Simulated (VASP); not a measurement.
Write the native input for VASP 6.6.1 that does the following.

```yaml
Task: single point
Functional: PBE
Potentials_or_basis: VASP PAW PBE potentials, release 64 (Ba_sv, O, Zn)
Cutoff: 520 eV
k_mesh: 1 × 1 × 1
Occupations: fermi-dirac, width 0.1172 eV
Spin: no spin polarisation
Dipole_correction: no
Further_INCAR_settings: LREAL = Auto; ALGO = Normal; EDIFF = 1e-06; NBANDS = 108; ISYM = 0
```

The structure of Ba8Zn3O11 lies in POSCAR:

```
Ba8Zn3O11
1.0
    7.5350960000     -0.0410920000      0.1399040000
   -0.0410920000      7.6639600000     -0.3067190000
    0.1399040000     -0.3067190000      7.2967150000
Ba O Zn
8 11 3
Direct
    0.3328709709      0.1298990187      0.6878365836
    0.6632298290      0.5938523397      0.6389892287
    0.8250571532      0.1166827521      0.5021720077
    0.4245339240      0.6282944446      0.0239878972
    0.9768049689      0.8290191212      0.1595940082
    0.6579138244      0.0056899600      0.9533893599
    0.9833103413      0.3535619082      0.9875753822
    0.3460025720      0.0784140731      0.2652146812
    0.6111163631      0.9249861083      0.6163802739
    0.9059218001      0.7968738110      0.7805381264
    0.1866541219      0.9217742709      0.4765898112
    0.2730548237      0.4304658974      0.1856586981
    0.8407268996      0.4908970758      0.3190262199
    0.2073224979      0.5000937967      0.6717958729
    0.2528265236      0.9207425827      0.9219323767
    0.5085352380      0.3237685881      0.4634853991
    0.6520719359      0.3783960787      0.9430210437
    0.8843900179      0.1218608349      0.1732961110
    0.5906329450      0.8564839129      0.2200129754
    0.1406133658      0.7504756635      0.6855081736
    0.6279761867      0.3860216548      0.2139506333
    0.2773684063      0.4778628157      0.4161622943
```

The input as run:

INCAR

```
PREC     = Accurate       # precision mode
ENCUT    = 520            # plane-wave cutoff, eV
EDIFF    = 1E-6           # SCF threshold, eV
ISMEAR   = -1             # smearing method
SIGMA    = 0.1172         # smearing width, eV
LREAL    = Auto         
LASPH    = True           # aspherical terms in the spheres
NELM     = 60             # most SCF steps
ALGO     = Normal         # electronic algorithm
ISIF     = 2              # what is computed and relaxed
LWAVE    = False          # write WAVECAR
LCHARG   = True           # write CHGCAR
GGA      = PE             # functional
LELF     = True           # ELF
LVHAR    = True         
NBANDS   = 108            # bands
ISYM     = 0
```

KPOINTS

```
regular mesh
0
Gamma
  1 1 1
```

Potentials or basis: VASP PAW PBE potentials, release 64 (Ba_sv, O, Zn).

The run is started by

```bash
$ cat potpaw_PBE.64/Ba_sv/POTCAR potpaw_PBE.64/O/POTCAR potpaw_PBE.64/Zn/POTCAR > POTCAR
$ mpirun -np 1 vasp_gam > vasp.out
```

It gave:

| Property | Result |
| --- | --- |
| Pressure | 7.4 GPa |
| Largest force | 4.484 eV/Å |
| Band gap on the k mesh | 1.20 eV |

Caveat: the k points lie up to 0.86 Å⁻¹ apart; spin-orbit coupling is left out, which moves the levels of the heavy elements.

Run time: 66 s on 1 thread of AMD EPYC 9R45 96-Core Processor (Zen 5), on a shared host, peak memory 0.39 GiB.
